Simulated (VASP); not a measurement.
Input of a VASP 6.6.1 run:

INCAR

```
  PREC = Accurate
  ENCUT = 500
  EDIFF = 1E-7
  ISMEAR = 1
  SIGMA = 0.05
  LREAL = False
  LASPH = True
  NELM = 120
  ALGO = Normal
  ISIF = 8
  LWAVE = False
  LCHARG = False
  GGA = PS
  IBRION = 2
  NSW = 80
  EDIFFG = -0.02
  GGA_COMPAT = False
  NELMIN = 4
```

The input KPOINTS:

```
regular mesh
0
Gamma
  6 6 6
```

File POSCAR:

```
Cs
1.0
   -3.0335000000      3.0335000000      3.0335000000
    3.0335000000     -3.0335000000      3.0335000000
    3.0335000000      3.0335000000     -3.0335000000
Cs
1
Direct
    0.0000000000      0.0000000000      0.0000000000
```

Potentials or basis: VASP PAW PBE potentials, release 64 (Cs_sv).

Launch:

```sh
$ cat potpaw_PBE.64/Cs_sv/POTCAR > POTCAR
$ mpirun -np 1 vasp_std > vasp.out
```

(1) Predict the band gap on the k mesh.

(2) Estimate the relaxed volume.

Results:

(1) zero (an odd number of electrons rules out a gap without spin polarisation).

(2) 109.39 Å³/atom.

Caveat: the PAW data sets were made with another functional, which shifts forces and pressure a little; spin-orbit coupling is left out, which moves the levels of the heavy elements.
